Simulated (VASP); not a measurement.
## Mg2WO4: single point with PBE

The system is Mg2WO4.

```
Mg W O
1.0
     0.00000    3.99679    3.99679
     3.99679    0.00000    3.99679
     3.99679    3.99679    0.00000
Mg W O
2 1 4
Direct
  0.00000 0.00000 0.00000
  0.75000 0.75000 0.75000
  0.50000 0.50000 0.50000
  0.37086 0.37086 0.37086
  0.37086 0.37086 0.88741
  0.37086 0.88741 0.37086
  0.88741 0.37086 0.37086
```

* Program: VASP 6.6.1
* Task: single point
* Functional: PBE
* Potentials or basis: VASP PAW PBE potentials, release 64 (Mg, W_sv, O)
* Cutoff: 520 eV
* k mesh: 4 × 4 × 4
* Occupations: gaussian, width 0.1 eV
* Spin: no spin polarisation
* Dipole correction: no
* Further INCAR settings: ALGO = Normal; EDIFF = 1e-06; NBANDS = 30

```yaml
Pressure: 1.4 GPa
Largest_force: 0.431 eV/Å
Band_gap_on_the_k_mesh: zero (band 21 reaches 1.91 eV, above the bottom of band 22 at 1.77 eV)
```

Forces on the atoms (eV/Å):
```
Mg   0.000  0.000  0.000
Mg   0.000  0.000  0.000
W    0.000  0.000  0.000
O   -0.249 -0.249 -0.249
O    0.249  0.249 -0.249
O    0.249 -0.249  0.249
O   -0.249  0.249  0.249
```

Levels at points of the mesh, in eV from the Fermi level:
| k point | band 18 | band 19 | band 20 | band 21 | band 22 | band 23 | band 24 | band 25 |
| --- | --- | --- | --- | --- | --- | --- | --- | --- |
| (0.00, 0.00, 0.00) | -2.82 | -1.58 | -1.58 | -1.58 | 2.36 | 2.36 | 2.36 | 2.84 |
| (0.50, 0.00, 0.00) | -2.18 | -2.18 | -1.57 | -0.47 | -0.11 | 2.87 | 2.87 | 3.01 |
| (0.50, 0.50, 0.00) | -2.12 | -2.00 | -2.00 | -0.28 | 0.09 | 2.84 | 2.84 | 3.58 |

Wall time 40 s on 1 thread of AMD EPYC 7R13 Processor (Zen 3), with other jobs on the host, peak memory 0.23 GiB.

Caveat: spin-orbit coupling is left out, which moves the levels of the heavy elements.
